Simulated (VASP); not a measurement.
# GaN (zincblende type) (F-43m) in VASP: further runs

GaN (zincblende type) is run at these levels: PBE; tasks: relaxation of cell and atoms.

Everything below comes from runs of VASP 6.6.1. Logs are shortened: lines on timing, memory, paths and dates and some standing lists are left out, and cuts for length are marked.

## Step 1: The cell of the first run

The structure is cubic, space group F-43m (No. 216). The conventional cell has a = 4.246 Å, b = 4.246 Å, c = 4.246 Å, α = 90.00°, β = 90.00°, γ = 90.00°. Within 2.4 Å of Ga (site symmetry -43m) lie 4 N at 1.84 Å. N (site symmetry -43m) has 4 Ga at 1.84 Å within 2.4 Å.

## Step 2: Relaxation of cell and atoms, PBE, target pressure 45 GPa, at which the enthalpy is minimised

INCAR reads:

```
SYSTEM = GaN
  PREC = Accurate
  ENCUT = 600
  EDIFF = 1E-6
  ISMEAR = -1
  SIGMA = 0.08
  LREAL = .FALSE.
  LASPH = .TRUE.
  NELM = 100
  ALGO = Normal
  ISIF = 3
  LWAVE = .FALSE.
  LCHARG = .FALSE.
  GGA = PE
  IBRION = 2
  NSW = 60
  EDIFFG = -0.005
  PSTRESS = 450.0
```

KPOINTS reads:

```
Automatic mesh
0
G
  16 16 16
  0 0 0
```

POSCAR reads:

```
GaN
1.0
    0.0000000000      2.1228428422      2.1228428422
    2.1228428422      0.0000000000      2.1228428422
    2.1228428422      2.1228428422      0.0000000000
Ga N
1 1
Direct
    0.0000000000      0.0000000000      0.0000000000
    0.2500000000      0.2500000000      0.2500000000
```

Potentials or basis: VASP PAW PBE potentials, release 64 (Ga_d, N).

On the command line:

```
$ cat potpaw_PBE.64/Ga_d/POTCAR potpaw_PBE.64/N/POTCAR > POTCAR
$ mpirun -np 1 vasp_std > vasp.out
```

OUTCAR:

```text
SYSTEM = GaN
   PREC = Accurate
   ENCUT = 600
   EDIFF = 1E-6
   ISMEAR = -1
   LREAL = .FALSE.
   LASPH = .TRUE.
   NELM = 100
   ISIF = 3
   GGA = PE
   IBRION = 2
   NSW = 60
   EDIFFG = -0.005
   PSTRESS = 450.0

 ion  position               nearest neighbor table
   1  0.000  0.000  0.000-   2 1.84   2 1.84   2 1.84   2 1.84
   2  0.250  0.250  0.250-   1 1.84   1 1.84   1 1.84   1 1.84

  LATTYP: Found a face centered cubic cell.
 ALAT       =     4.2456856844

  Lattice vectors:

 A1 = (   0.0000000000,   2.1228428422,   2.1228428422)
 A2 = (   2.1228428422,   0.0000000000,   2.1228428422)
 A3 = (   2.1228428422,   2.1228428422,   0.0000000000)

Analysis of symmetry for initial positions (statically):
=====================================================================
 Subroutine PRICEL returns:
 Original cell was already a primitive cell.

 Routine SETGRP: Setting up the symmetry group for a
 face centered cubic supercell.

 Subroutine GETGRP returns: Found 24 space group operations
 (whereof 24 operations were pure point group operations)
 out of a pool of 48 trial point group operations.

The static configuration has the point symmetry T_d .

Analysis of symmetry for dynamics (positions and initial velocities):
=====================================================================
 Subroutine PRICEL returns:
 Original cell was already a primitive cell.

 Routine SETGRP: Setting up the symmetry group for a
 face centered cubic supercell.

 Subroutine GETGRP returns: Found 24 space group operations
 (whereof 24 operations were pure point group operations)
 out of a pool of 48 trial point group operations.

The dynamic configuration has the point symmetry T_d .

 Subroutine INISYM returns: Found 24 space group operations
 (whereof 24 operations are pure point group operations),
 and found     1 'primitive' translations

----------------------------------------------------------------------------------------

                                     Primitive cell

  volume of cell :      19.1330

  direct lattice vectors                    reciprocal lattice vectors
     0.000000000  2.122842842  2.122842842    -0.235533215  0.235533215  0.235533215
     2.122842842  0.000000000  2.122842842     0.235533215 -0.235533215  0.235533215
     2.122842842  2.122842842  0.000000000     0.235533215  0.235533215 -0.235533215

  length of vectors
     3.002153138  3.002153138  3.002153138     0.407955496  0.407955496  0.407955496

  position of ions in fractional coordinates (direct lattice)
     0.000000000  0.000000000  0.000000000
[... 98 lines left out ...]
     AMIX_MAG =   1.60;   BMIX_MAG =  1.00
  volume/ion in A,a.u.               =       9.57        64.56
  Fermi-wavevector in a.u.,A,eV,Ry     =   1.604124  3.031354 35.010681  2.573212
  Thomas-Fermi vector in A             =   2.700678
   LORBIT       =      0    0 simple, 1 ext, 2 COOP (PROOUT), +10 PAW based schemes
   GGA     = PE    functional components
   LHFCALC =     F    Hartree Fock is set to
   AEXX    =    0.0000 exact exchange contribution
   IVDW    =     0    specifies the selected vdW correction
   LEPSILON=     F    determine dielectric tensor
   LRPA    =     F    only Hartree local field effects (RPA)
 conjugate gradient relaxation of ions
 non-spin polarized calculation
  energy-cutoff  :      600.00
  volume of cell :       19.13
 maximum number of plane-waves:       652
   NGX = 11   NGY = 11   NGZ = 11

--------------------------------------- Ionic step        1  -------------------------------------------

 number of electron      18.0000009 magnetization

 Free energy of the ion-electron system (eV)
  ---------------------------------------------------
  ext. energy  EPLUGINS =         0.00000000
  ---------------------------------------------------
  free energy    TOTEN  =       -11.51879168 eV

  energy without entropy =      -11.51879168  energy(sigma->0) =      -11.51879168

------------------------ aborting loop because EDIFF is reached ----------------------------------------

  FORCE on cell =-STRESS in cart. coord.  units (eV):
  Direction    XX          YY          ZZ          XY          YZ          ZX
  --------------------------------------------------------------------------------------
  -------------------------------------------------------------------------------------
  Total        6.5930312      6.5930312      6.5930312      0.0000000     -0.0000000      0.0000000
  in kB      552.0929333    552.0929333    552.0929333      0.0000000     -0.0000000      0.0000000
  external PRESSURE =     102.0929333 kB  Pullay stress =     450.0000000 kB
[... 101 lines left out ...]
--------------------------------------- Ionic step        4  -------------------------------------------

 number of electron      18.0000001 magnetization

 Free energy of the ion-electron system (eV)
  ---------------------------------------------------
  ext. energy  EPLUGINS =         0.00000000
  ---------------------------------------------------
  free energy    TOTEN  =       -11.68752502 eV

  energy without entropy =      -11.68752502  energy(sigma->0) =      -11.68752502

 E-fermi :   8.5665     XC(G=0): -12.5012

 val. band max:        7.0772077569   @ k =   0.0000   0.0000   0.0000
 cond. band min:       9.7757035290   @ k =   0.0000   0.0000   0.0000
 fundamental gap:      2.6984957721
 Fermi energy:         8.5665330882

 k-point     1 :       0.0000    0.0000    0.0000
  band No.  band energies     occupation
      1     -10.2816      2.00000
      2      -6.6015      2.00000
      3      -6.6015      2.00000
      4      -6.6015      2.00000
      5      -6.0934      2.00000
      6      -6.0934      2.00000
      7       7.0772      2.00000
      8       7.0772      2.00000
      9       7.0772      2.00000
     10       9.7757      0.00000
     11      18.3420      0.00000
     12      18.3420      0.00000
     13      18.3420      0.00000
[... 354 lines left out ...]
  band No.  band energies     occupation
      1     -10.1317      2.00000
      2      -6.5829      2.00000
      3      -6.5795      2.00000
      4      -6.5689      2.00000
      5      -6.1021      2.00000
      6      -6.0898      2.00000
      7       6.0631      2.00000
      8       6.7590      2.00000
      9       7.0209      2.00000
     10      10.5790      0.00000
     11      17.8126      0.00000
     12      18.5272      0.00000
     13      18.5663      0.00000

 [... further k-points ...]

------------------------ aborting loop because EDIFF is reached ----------------------------------------

  FORCE on cell =-STRESS in cart. coord.  units (eV):
  Direction    XX          YY          ZZ          XY          YZ          ZX
  --------------------------------------------------------------------------------------
  -------------------------------------------------------------------------------------
  Total        5.5209939      5.5209939      5.5209939      0.0000000      0.0000000      0.0000000
  in kB      449.6214155    449.6214155    449.6214155      0.0000000      0.0000000      0.0000000
  external PRESSURE =      -0.3785845 kB  Pullay stress =     450.0000000 kB
[... 21 lines left out ...]
  energy  without entropy=      -11.6875250161  energy(sigma->0) =      -11.68752502

  enthalpy is  TOTEN    =        -6.1618824007 eV   P V=        5.5256426158

 reached required accuracy - stopping structural energy minimisation
```

Wall time 2.1 min (1 thread of Intel Xeon Platinum 8259CL at 2.50GHz (Skylake/Cascade Lake), shared host); peak memory 0.18 GiB.

What came out:

```
Free energy                                                : -11.6875 eV
Relaxed volume                                             : 9.84 Å³/atom
Relaxed cell                                               : a = 3.030 Å, b = 3.030 Å, c = 3.030 Å, α = 60.00°, β = 60.00°, γ = 60.00°
Space group after relaxing (to 0.1 Å)                      : F-43m (No. 216)
Energy change on relaxing (the run minimises the enthalpy) : -84.4 meV/atom
Ionic steps                                                : 4
Pressure after relaxing                                    : 45.0 GPa
Band gap on the k mesh                                     : 2.70 eV
```

The path:
```
step  energy change (eV)  largest force (eV/Å)  pressure (GPa)  volume (Å³)
   1              0.0000                0.0000           55.21        19.13
   2             -0.4331                0.0000           26.65        20.87
   3             -0.1719                0.0000           44.79        19.68
   4             -0.1687                0.0000           44.96        19.67
```

Final structure:
```cif
data_structure
_symmetry_space_group_name_H-M 'P 1'
_symmetry_Int_Tables_number 1
_cell_length_a 3.0302
_cell_length_b 3.0302
_cell_length_c 3.0302
_cell_angle_alpha 60.000
_cell_angle_beta 60.000
_cell_angle_gamma 60.000
_cell_volume 19.67
loop_
_atom_site_label
_atom_site_type_symbol
_atom_site_fract_x
_atom_site_fract_y
_atom_site_fract_z
_atom_site_occupancy
Ga1 Ga 0.00000 0.00000 0.00000 1
N1 N 0.25000 0.25000 0.25000 1
```

Caveat: the cell is relaxed towards a set pressure, so the run minimises the enthalpy, not the energy.

## Step 3: Relaxation of cell and atoms, PBE, target pressure 45 GPa, at which the enthalpy is minimised

This run uses another cell than the first one, of 9.85 Å³/atom.

INCAR reads:

```
SYSTEM = GaN
PREC = Accurate
ENCUT = 600
EDIFF = 1E-6
ISMEAR = -1
SIGMA = 0.08
LREAL = .False.
LASPH = .True.
NELM = 60
ALGO = Normal
ISIF = 3
LWAVE = .False.
LCHARG = .False.
GGA = PE
IBRION = 2
NSW = 32
EDIFFG = -0.005
PSTRESS = 450.0
```

KPOINTS reads:

```
Automatic mesh
0
Gamma
  16 16 16
  0 0 0
```

POSCAR reads:

```
GaN
1.0
    0.0000000000      2.1436326774      2.1436326774
    2.1436326774      0.0000000000      2.1436326774
    2.1436326774      2.1436326774      0.0000000000
Ga N
1 1
Direct
    0.0000000000      0.0000000000      0.0000000000
    0.2500000000      0.2500000000      0.2500000000
```

Potentials or basis: VASP PAW PBE potentials, release 64 (Ga_d, N).

On the command line:

```
$ cat potpaw_PBE.64/Ga_d/POTCAR potpaw_PBE.64/N/POTCAR > POTCAR
$ mpirun -np 1 vasp_std > vasp.out
```

It took 76 s on 1 thread of Intel Xeon Platinum 8259CL at 2.50GHz (Skylake/Cascade Lake), shared host; peak memory 0.18 GiB.

Results (log left out):

| Item | Value |
| --- | --- |
| Free energy | -11.6880 eV |
| Relaxed volume | 9.84 Å³/atom |
| Relaxed cell | a = 3.030 Å, b = 3.030 Å, c = 3.030 Å, α = 60.00°, β = 60.00°, γ = 60.00° |
| Space group after relaxing (to 0.1 Å) | F-43m (No. 216) |
| Energy change on relaxing (the run minimises the enthalpy) | +4.0 meV/atom |
| Ionic steps | 3 |
| Pressure after relaxing | 45.0 GPa |
| Band gap on the k mesh | 2.70 eV |

Step by step:
| step | energy change (eV) | largest force (eV/Å) | pressure (GPa) | volume (Å³) |
| --- | --- | --- | --- | --- |
| 1 | 0.0000 | 0.0000 | 44.51 | 19.70 |
| 2 | 0.0241 | 0.0000 | 46.14 | 19.62 |
| 3 | 0.0080 | 0.0000 | 44.96 | 19.67 |

Final structure:
```cif
data_structure
_symmetry_space_group_name_H-M 'P 1'
_symmetry_Int_Tables_number 1
_cell_length_a 3.0301
_cell_length_b 3.0301
_cell_length_c 3.0301
_cell_angle_alpha 60.000
_cell_angle_beta 60.000
_cell_angle_gamma 60.000
_cell_volume 19.67
loop_
_atom_site_label
_atom_site_type_symbol
_atom_site_fract_x
_atom_site_fract_y
_atom_site_fract_z
_atom_site_occupancy
Ga1 Ga 0.00000 0.00000 0.00000 1
N1 N 0.25000 0.25000 0.25000 1
```

Levels at points of the mesh, in eV from the valence-band top:
```
           k point  band 5  band 6  band 7  band 8  band 9  band 10  band 11  band 12  band 13
(0.00, 0.00, 0.00)  -13.17  -13.17    0.00    0.00    0.00     2.70    11.27    11.27    11.27
(0.50, 0.00, 0.00)  -13.10  -11.90   -8.13   -1.18   -1.18     5.70     9.47    11.15    11.15
(0.50, 0.50, 0.00)  -13.05  -11.51   -6.79   -3.29   -3.29     3.38     7.52    12.89    15.62
```

Caveat: the cell is relaxed towards a set pressure, so the run minimises the enthalpy, not the energy. A k mesh can miss the band edges.
